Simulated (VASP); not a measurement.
Write the native input for VASP 6.6.1 that does the following.

- Task: single point
- Functional: PBE
- Potentials or basis: VASP PAW PBE potentials, release 64 (S, Au)
- Cutoff: 520 eV
- k mesh: 4 × 4 × 4
- Occupations: gaussian, width 0.1 eV
- Spin: no spin polarisation
- Dipole correction: no
- Further INCAR settings: ALGO = Normal; EDIFF = 1e-07; NBANDS = 32

The structure of AuS2 lies in POSCAR:

```
AuS2
1.0
    4.7602293545      0.0000000000      0.0000000000
    0.0000000000      7.8532125324      0.0000000000
    0.0000000000      0.0000000000      3.8032160011
S Au
4 2
Direct
    0.3176190752      0.9293982825      0.5000000000
    0.8176190752      0.5706017175      0.0000000000
    0.6823809248      0.0706017175      0.5000000000
    0.1823809248      0.4293982825      0.0000000000
    0.5000000000      0.5000000000      0.5000000000
    0.0000000000      0.0000000000      0.0000000000
```

The input as run:

INCAR

```
PREC     = Accurate       # precision mode
ENCUT    = 520            # plane-wave cutoff, eV
EDIFF    = 1E-7           # SCF threshold, eV
ISMEAR   = 0              # smearing method
SIGMA    = 0.1            # smearing width, eV
LREAL    = False          # projectors in reciprocal space
LASPH    = True           # aspherical terms in the spheres
NELM     = 100            # most SCF steps
ALGO     = Normal         # electronic algorithm
ISIF     = 2              # what is computed and relaxed
LWAVE    = False          # write WAVECAR
LCHARG   = True           # write CHGCAR
GGA      = PE             # functional
LELF     = True           # ELF
LVHAR    = True         
NBANDS   = 32             # bands
```

KPOINTS

```
Automatic mesh
0
Gamma
  4 4 4
```

Potentials or basis: VASP PAW PBE potentials, release 64 (S, Au).

Run with:

```sh
$ cat potpaw_PBE.64/S/POTCAR potpaw_PBE.64/Au/POTCAR > POTCAR
$ mpirun -np 1 vasp_std > vasp.out
```

Results of the run:

- Pressure: -0.4 GPa
- Largest force: 0.138 eV/Å
- Band gap on the k mesh: zero (bands 23 and 24 overlap by 2.67 eV)

Caveat: the k points lie up to 0.41 Å⁻¹ apart, too coarse for converged energies and pressures of a metal; spin-orbit coupling is left out, which moves the levels of the heavy elements.

Wall time 55 s on 1 thread of Intel(R) Xeon(R) 6975P-C (Granite Rapids), with other jobs on the host, peak memory 0.28 GiB.
